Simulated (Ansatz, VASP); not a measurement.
Hf: VASP beside Ansatz

```
Hf
1.0
     3.00230    0.00000    0.00000
    -1.50115    2.60007    0.00000
     0.00000    0.00000    5.29600
Hf
2
Direct
  0.33333 0.66667 0.25000
  0.66667 0.33333 0.75000
```

Alike in both runs: task single point; functional PBEsol; k mesh 18 × 18 × 10; occupations gaussian, width 0.15 eV; no spin polarisation.

```csv
,VASP,Ansatz
version,VASP 6.6.1,Ansatz 0.2.0
potentials or method,"VASP PAW PBE potentials, release 64 (Hf_pv), cutoff 520 eV","scalar-relativistic, plane waves, PAW"
valence electrons in the cell,20,52
```

VASP gave:

```
gap on the k mesh at the Fermi level (eV)                     : none
pressure (GPa)                                                : 4.9
traceless stress, the component that is largest in VASP (GPa) : -8.36
```

Task: Estimate Ansatz's values.

Result: gap on the k mesh at the Fermi level (eV): none; pressure (GPa): 5.2; traceless stress, the component that is largest in VASP (GPa): -8.29.

VASP's potentials were made for PBE, not for PBEsol. A gap of «none» marks a metal or a gap that the smearing closes. With one functional, cell and mesh, what is left measures potentials, basis and numerics. VASP's potentials hold 20 valence electrons a cell and Ansatz's 52, so a difference there can come from the potentials and not from the codes.

Spin-orbit coupling is off throughout.
